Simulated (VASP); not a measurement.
Wanted: the native input for a VASP 6.6.1 run.

* Task: single point
* Functional: PBE
* Potentials or basis: VASP PAW PBE potentials, release 64 (Ti_sv, C)
* Cutoff: 520 eV
* k mesh: 12 × 12 × 14
* Occupations: gaussian, width 0.1 eV
* Spin: no spin polarisation
* Dipole correction: no
* Further INCAR settings: ALGO = Normal; EDIFF = 1e-06; NBANDS = 29

The structure of TiC2 lies in POSCAR:

```
TiC2
1.0
    1.4422808497     -6.2997479319      0.0000000000
    1.4422808497      6.2997479319      0.0000000000
    0.0000000000      0.0000000000      2.7017471412
Ti C
2 4
Direct
    0.8839341228      0.1160658772      0.7500000000
    0.1160658772      0.8839341228      0.2500000000
    0.5313140722      0.4686859278      0.7500000000
    0.4686859278      0.5313140722      0.2500000000
    0.2507683211      0.7492316789      0.7500000000
    0.7492316789      0.2507683211      0.2500000000
```

These files were run (other wordings do the same):

INCAR

```
  ALGO = Normal
  EDIFF = 1E-6
  ENCUT = 520
  GGA = PE
  ISIF = 2
  ISMEAR = 0
  LASPH = True
  LCHARG = False
  LREAL = False
  LWAVE = False
  NBANDS = 29
  NELM = 100
  PREC = Accurate
  SIGMA = 0.1
```

KPOINTS

```
k-points
0
Gamma
  12 12 14
```

Potentials or basis: VASP PAW PBE potentials, release 64 (Ti_sv, C).

Launch:

```console
$ cat potpaw_PBE.64/Ti_sv/POTCAR potpaw_PBE.64/C/POTCAR > POTCAR
$ mpirun -np 1 vasp_std > vasp.out
```

Results of the run:

```json
{"Pressure": "0.4 GPa", "Largest force": "0.007 eV/Å", "Band gap on the k mesh": "zero (band 20 reaches 12.23 eV, above the bottom of band 21 at 10.29 eV)"}
```

Run time: 11 min on 1 thread of Intel(R) Xeon(R) Platinum 8259CL CPU @ 2.50GHz (Skylake/Cascade Lake), on a shared host, peak memory 0.5 GiB.
